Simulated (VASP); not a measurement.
# Si2Mo (I4/mmm) in VASP: a series of runs, part 2 of 2

VASP 6.6.1. Earlier steps stand in the parts before.

## 3. Single point, PBE (volume scaled by 0.91, then relaxed in part)

File INCAR:

```
PREC = Accurate
ENCUT = 520
EDIFF = 1E-6
ISMEAR = 0
SIGMA = 0.1
LREAL = F
LASPH = T
NELM = 100
ALGO = Normal
ISIF = 2
LWAVE = F
LCHARG = T
GGA = PE
LELF = T
LVHAR = T
NBANDS = 18
```

File KPOINTS:

```
Automatic mesh
0
Gamma
  18 18 18
```

File POSCAR:

```
Si2Mo
1.0
   -1.5549706317      1.5549706317      3.8327392920
    1.5549706317     -1.5549706317      3.8327392920
    1.5549706317      1.5549706317     -3.8327392920
Si Mo
2 1
Direct
    0.3338155713      0.3338155713      0.0000000000
    0.6661844287      0.6661844287      0.0000000000
    0.0000000000      0.0000000000      0.0000000000
```

Potentials or basis: VASP PAW PBE potentials, release 64 (Si, Mo_sv).

Launch:

```console
$ cat potpaw_PBE.64/Si/POTCAR potpaw_PBE.64/Mo_sv/POTCAR > POTCAR
$ mpirun -np 1 vasp_std > vasp.out
```

OUTCAR:

```text
PREC = Accurate
   ENCUT = 520
   EDIFF = 1E-6
   ISMEAR = 0
   LREAL = F
   LASPH = T
   NELM = 100
   ISIF = 2
   GGA = PE

 ion  position               nearest neighbor table
   1  0.334  0.334  0.000-   3 2.54   3 2.54   3 2.54   3 2.54   2 2.55   2 2.55   2 2.55   2 2.55
                             2 2.55   3 2.56
   2  0.666  0.666  0.000-   3 2.54   3 2.54   3 2.54   3 2.54   1 2.55   1 2.55   1 2.55   1 2.55
                             1 2.55   3 2.56
   3  0.000  0.000  0.000-   2 2.54   2 2.54   2 2.54   1 2.54   2 2.54   1 2.54   1 2.54   1 2.54
                             1 2.56   2 2.56

  LATTYP: Found a body centered tetragonal cell.
 ALAT       =     3.1099412634
 C/A-ratio  =     2.4648306623

  Lattice vectors:

 A1 = (  -1.5549706317,   1.5549706317,   3.8327392920)
 A2 = (   1.5549706317,  -1.5549706317,   3.8327392920)
 A3 = (   1.5549706317,   1.5549706317,  -3.8327392920)

Analysis of symmetry for initial positions (statically):
=====================================================================
 Subroutine PRICEL returns:
 Original cell was already a primitive cell.

 Routine SETGRP: Setting up the symmetry group for a
 body centered tetragonal supercell.

 Subroutine GETGRP returns: Found 16 space group operations
 (whereof 16 operations were pure point group operations)
 out of a pool of 16 trial point group operations.

The static configuration has the point symmetry D_4h.

Analysis of symmetry for dynamics (positions and initial velocities):
=====================================================================
 Subroutine PRICEL returns:
 Original cell was already a primitive cell.

 Routine SETGRP: Setting up the symmetry group for a
 body centered tetragonal supercell.

 Subroutine GETGRP returns: Found 16 space group operations
 (whereof 16 operations were pure point group operations)
 out of a pool of 16 trial point group operations.

The dynamic configuration has the point symmetry D_4h.

 Subroutine INISYM returns: Found 16 space group operations
 (whereof 16 operations are pure point group operations),
 and found     1 'primitive' translations

----------------------------------------------------------------------------------------

                                     Primitive cell

  volume of cell :      37.0692

  direct lattice vectors                    reciprocal lattice vectors
    -1.554970632  1.554970632  3.832739292     0.000000000  0.321549481  0.130454999
     1.554970632 -1.554970632  3.832739292     0.321549481  0.000000000  0.130454999
     1.554970632  1.554970632 -3.832739292     0.321549481  0.321549481  0.000000000

  length of vectors
     4.418795969  4.418795969  4.418795969     0.347005152  0.347005152  0.454739637

  position of ions in fractional coordinates (direct lattice)
     0.333815571  0.333815571  0.000000000
     0.666184429  0.666184429  0.000000000
     0.000000000  0.000000000  0.000000000

  ion indices of the primitive-cell ions
   primitive index   ion index
                 1           1
                 2           2
                 3           3

----------------------------------------------------------------------------------------

 KPOINTS: Automatic mesh

Automatic generation of k-mesh.
 Grid dimensions read from file:
 generate k-points for:   18   18   18

 Generating k-lattice:

  Cartesian coordinates                     Fractional coordinates (reciprocal lattice)
     0.000000000  0.017863860  0.007247500     0.055555556  0.000000000  0.000000000
     0.017863860  0.000000000  0.007247500     0.000000000  0.055555556  0.000000000
     0.017863860  0.017863860  0.000000000     0.000000000  0.000000000  0.055555556

  Length of vectors
     0.019278064  0.019278064  0.025263313

  Shift w.r.t. Gamma in fractional coordinates (k-lattice)
     0.000000000  0.000000000  0.000000000

 Subroutine IBZKPT returns following result:
 ===========================================

 Found    480 irreducible k-points:

 Following reciprocal coordinates:
            Coordinates               Weight
  0.000000  0.000000  0.000000      1.000000
  0.055556 -0.000000  0.000000      8.000000
  0.111111 -0.000000  0.000000      8.000000
  0.166667  0.000000  0.000000      8.000000
  0.222222 -0.000000  0.000000      8.000000
  0.277778 -0.000000  0.000000      8.000000
[... 16 lines left out ...]
 -0.277778  0.055556 -0.000000     16.000000
 -0.222222  0.055556 -0.000000     16.000000
 [... further k-points ...]
   k-points           NKPTS =    480   k-points in BZ     NKDIM =    480   number of bands    NBANDS=     18
   number of dos      NEDOS =    301   number of ions     NIONS =      3
   total plane-waves  NPLWV =  46656
   dimension x,y,z NGX =    36 NGY =   36 NGZ =   36
   dimension x,y,z NGXF=    72 NGYF=   72 NGZF=   72
   ions per type =               2   1
   NGX,Y,Z   is equivalent  to a cutoff of  13.54, 13.54, 13.54 a.u.
   NGXF,Y,Z  is equivalent  to a cutoff of  27.09, 27.09, 27.09 a.u.
 SYSTEM =  unknown system
   PREC   = accura    normal or accurate (medium, high low for compatibility)
   ISTART =      0    job   : 0-new  1-cont  2-samecut
   ICHARG =      2    charge: 1-file 2-atom 10-const
   ISPIN  =      1    spin polarized calculation?
   LNONCOLLINEAR =      F non collinear calculations
   LSORBIT =      F    spin-orbit coupling
   LASPH  =      T    aspherical Exc in radial PAW
   ENCUT  =  520.0 eV  38.22 Ry    6.18 a.u.   8.22  8.22  8.22*2*pi/ulx,y,z
   NELM   =    100;   NELMIN=  2; NELMDL= -5     # of ELM steps
   EDIFF  = 0.1E-05   stopping-criterion for ELM
   LREAL  =      F    real-space projection
   EDIFFG = 0.1E-04   stopping-criterion for IOM
   NSW    =      0    number of steps for IOM
   IBRION =     -1    ionic relax: 0-MD 1-quasi-New 2-CG
   NFREE  =      0    steps in history (QN), initial steepest desc. (CG)
   ISIF   =      2    stress and relaxation
   ISYM   =      2    0-nonsym 1-usesym 2-fastsym
   POTIM  = 0.5000    time-step for ionic-motion
   TEBEG  =    0.0;   TEEND  =   0.0 temperature during run
   PSTRESS=    0.0 pullay stress
   NELECT =      22.0000    total number of electrons
   NUPDOWN=      -1.0000    fix difference up-down
   EMIN   =  10.00;   EMAX   =-10.00  energy-range for DOS
   EFERMI =   0.00;   METHOD = LEGACY
   ISMEAR =     0;   SIGMA  =   0.10  broadening in eV -4-tet -1-fermi 0-gaus
   EFERMI_NEDOS =   21; number of points for ismear=-14 and -15
   IALGO  =     38    algorithm
   IMIX   =      4    mixing-type and parameters
     AMIX     =   0.40;   BMIX     =  1.00
     AMIX_MAG =   1.60;   BMIX_MAG =  1.00
  volume/ion in A,a.u.               =      12.36        83.39
  Fermi-wavevector in a.u.,A,eV,Ry     =   1.375766  2.599820 25.752176  1.892732
  Thomas-Fermi vector in A             =   2.501072
   LORBIT       =      0    0 simple, 1 ext, 2 COOP (PROOUT), +10 PAW based schemes
   GGA     = PE    functional components
   LHFCALC =     F    Hartree Fock is set to
   AEXX    =    0.0000 exact exchange contribution
   IVDW    =     0    specifies the selected vdW correction
   LEPSILON=     F    determine dielectric tensor
   LRPA    =     F    only Hartree local field effects (RPA)
 non-spin polarized calculation
 Gauss-broadening in eV      SIGMA  =   0.10
  energy-cutoff  :      520.00
  volume of cell :       37.07
 maximum number of plane-waves:      1023
 NGX is ok and might be reduce to    36
   NGX = 17   NGY = 17   NGZ = 17

 number of electron      22.0000001 magnetization

 Free energy of the ion-electron system (eV)
  ---------------------------------------------------
  ext. energy  EPLUGINS =         0.00000000
  ---------------------------------------------------
  free energy    TOTEN  =       -23.00786617 eV

  energy without entropy =      -23.00674276  energy(sigma->0) =      -23.00730446

 E-fermi :  13.5414     XC(G=0): -12.8231

 val. band max:       13.5095147909   @ k =  -0.4444  -0.4444   0.2778
 cond. band min:      13.5562214596   @ k =  -0.3889   0.5000   0.3333
 fundamental gap:      0.0467066687
 Fermi energy:        13.5413539680

 k-point     1 :       0.0000    0.0000    0.0000
  band No.  band energies     occupation
      1     -47.0845      2.00000
      2     -21.3092      2.00000
      3     -21.1640      2.00000
      4     -21.1640      2.00000
      5      -0.5575      2.00000
      6       6.6392      2.00000
[... 10 lines left out ...]
     17      19.0885      0.00000
     18      19.0885      0.00000
[... 466 lines left out ...]
      2     -21.3120      2.00000
      3     -21.2948      2.00000
      4     -21.1605      2.00000
      5       0.3744      2.00000
      6       6.8343      2.00000
[... 10 lines left out ...]
     17      20.3933      0.00000
     18      22.3312      0.00000

 [... further k-points ...]
[... 5 lines left out ...]
  --------------------------------------------------------------------------------------
  -------------------------------------------------------------------------------------
  Total        5.5476178      5.5476178      5.5196201      0.0000000      0.0000000      0.0000000
  in kB      239.7747607    239.7747607    238.5646642      0.0000000      0.0000000      0.0000000
  external PRESSURE =     239.3713952 kB  Pullay stress =       0.0000000 kB

 VOLUME and BASIS-vectors are now :
 -----------------------------------------------------------------------------
  energy-cutoff  :      520.00
  volume of cell :       37.07
      direct lattice vectors                 reciprocal lattice vectors
    -1.554970632  1.554970632  3.832739292     0.000000000  0.321549481  0.130454999
     1.554970632 -1.554970632  3.832739292     0.321549481  0.000000000  0.130454999
     1.554970632  1.554970632 -3.832739292     0.321549481  0.321549481  0.000000000

 POSITION                                       TOTAL-FORCE (eV/Angst)
 -----------------------------------------------------------------------------------
      0.00000      0.00000      2.55886         0.000000      0.000000     -0.014665
      0.00000      0.00000      5.10662         0.000000      0.000000      0.014665
      0.00000      0.00000      0.00000        -0.000000     -0.000000      0.000000
 -----------------------------------------------------------------------------------
    total drift:                                0.000000     -0.000000      0.000000

  FREE ENERGIE OF THE ION-ELECTRON SYSTEM (eV)
  ---------------------------------------------------
  free  energy   TOTEN  =       -23.0078661723 eV

  energy  without entropy=      -23.0067427575  energy(sigma->0) =      -23.00730446
```

OSZICAR:

```text
N       E                     dE             d eps       ncg     rms          rms(c)
DAV:   1     0.123102389047E+03    0.12310E+03   -0.11402E+04 17320   0.117E+03
DAV:   2    -0.207758996528E+02   -0.14388E+03   -0.14103E+03 20666   0.304E+02
DAV:   3    -0.238282476870E+02   -0.30523E+01   -0.30222E+01 21340   0.395E+01
DAV:   4    -0.238443077479E+02   -0.16060E-01   -0.16046E-01 20352   0.314E+00
DAV:   5    -0.238444119058E+02   -0.10416E-03   -0.10416E-03 20198   0.265E-01    0.259E+01
DAV:   6    -0.231316121409E+02    0.71280E+00   -0.46308E+00 18288   0.148E+01    0.643E+00
DAV:   7    -0.230394030237E+02    0.92209E-01   -0.60125E-01 18102   0.481E+00    0.537E+00
DAV:   8    -0.230085079236E+02    0.30895E-01   -0.82119E-02 18732   0.222E+00    0.442E-01
DAV:   9    -0.230079262874E+02    0.58164E-03   -0.15097E-03 20130   0.330E-01    0.228E-01
DAV:  10    -0.230078740095E+02    0.52278E-04   -0.38053E-04 19566   0.164E-01    0.549E-02
DAV:  11    -0.230078673392E+02    0.66703E-05   -0.89579E-05 19076   0.705E-02    0.253E-02
DAV:  12    -0.230078671357E+02    0.20347E-06   -0.13283E-05 18596   0.254E-02    0.106E-02
DAV:  13    -0.230078661723E+02    0.96341E-06   -0.18638E-06 11992   0.112E-02
   1 F= -.23007866E+02 E0= -.23007304E+02  d E =-.112341E-02
```

It took 5.4 min on 1 thread of AMD EPYC 9R45 (Zen 5), shared host; peak memory 0.41 GiB.

What came out:

```yaml
Free_energy: -23.0079 eV
Pressure: 23.9 GPa
Largest_force: 0.015 eV/Å
Band_gap_on_the_k_mesh: zero (band 11 reaches 14.11 eV, above the bottom of band 12 at 13.08 eV)
```

Forces in eV/Å, atoms in the order of the input:
```
Si   0.000  0.000 -0.015
Si   0.000  0.000  0.015
Mo   0.000  0.000  0.000
```

Levels at points of the mesh, in eV from the Fermi level:
| k point | band 7 | band 8 | band 9 | band 10 | band 11 | band 12 | band 13 | band 14 | band 15 | band 16 |
| --- | --- | --- | --- | --- | --- | --- | --- | --- | --- | --- |
| (0.00, 0.00, 0.00) | -3.45 | -3.38 | -2.86 | -2.86 | 0.45 | 2.84 | 3.67 | 3.88 | 3.88 | 4.48 |
| (0.50, 0.00, 0.00) | -5.29 | -4.72 | -2.90 | -2.77 | -0.61 | 2.58 | 3.24 | 4.38 | 4.69 | 5.69 |
| (0.50, 0.50, 0.00) | -6.04 | -5.21 | -4.78 | -3.43 | -1.14 | 2.65 | 3.11 | 3.36 | 3.50 | 4.87 |
| (0.50, 0.50, 0.50) | -3.99 | -2.49 | -0.66 | -0.66 | -0.46 | -0.46 | 0.61 | 4.94 | 5.99 | 6.15 |
